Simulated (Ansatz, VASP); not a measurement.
**One calculation of Ag, two programs**

```
CELL_PARAMETERS angstrom
0.00000 2.05190 2.05190
2.05190 0.00000 2.05190
2.05190 2.05190 0.00000
ATOMIC_POSITIONS crystal
Ag 0.00000 0.00000 0.00000
```

Alike in both runs: task single point; functional r2SCAN; k mesh 13 × 13 × 13; occupations fermi-dirac, width 0.1 eV; no spin polarisation.

|  | VASP | Ansatz |
| --- | --- | --- |
| version | VASP 6.6.1 | Ansatz 0.2.0 |
| potentials or method | VASP PAW PBE potentials, release 64 (Ag), cutoff 520 eV | plane waves (600 eV) with PAW, scalar-relativistic |
| valence electrons in the cell | 11 | 19 |

```csv
,VASP,Ansatz,Ansatz less VASP
pressure (GPa),0.1,0.0,-0.14
```

VASP's potentials were made for PBE, not for r2SCAN. The functional is the same, so the differences come from potentials, cutoffs and numerics. VASP's potentials hold 11 valence electrons a cell and Ansatz's 19, so a difference there can come from the potentials and not from the codes.
